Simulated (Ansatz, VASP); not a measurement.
# BAs in VASP and in Ansatz

```xyz
2
Lattice="0.0000 2.4158 2.4158 2.4158 0.0000 2.4158 2.4158 2.4158 0.0000" Properties=species:S:1:pos:R:3 pbc="T T T"
B     0.0000    0.0000    0.0000
As    1.2079    1.2079    1.2079
```

Change from the starting cell: hydrostatic strain +1.0%.

Alike in both runs: task single point; functional HSE06; k mesh 6 × 6 × 6; no spin polarisation.

|  | VASP | Ansatz |
| --- | --- | --- |
| version | VASP 6.6.1 | Ansatz 0.2.0 |
| potentials or method | VASP PAW PBE potentials, release 64 (B, As) | plane waves, PAW |
| plane-wave cutoff (eV) | 520 | 420 |
| occupations | gaussian, width 0.01 eV | fixed |
| valence electrons in the cell | 8 | 18 |

VASP gave:

- gap on the k mesh at the Fermi level (eV): 1.97
- pressure (GPa): -5.2

Question: What did Ansatz give for the same quantities?

Answer: gap on the k mesh at the Fermi level (eV): 1.96; pressure (GPa): -5.0.

VASP's potentials hold 8 valence electrons a cell and Ansatz's 18, so a difference there can come from the potentials and not from the codes. Ansatz's warnings: stress exchange threshold loose, stress scf threshold loose.
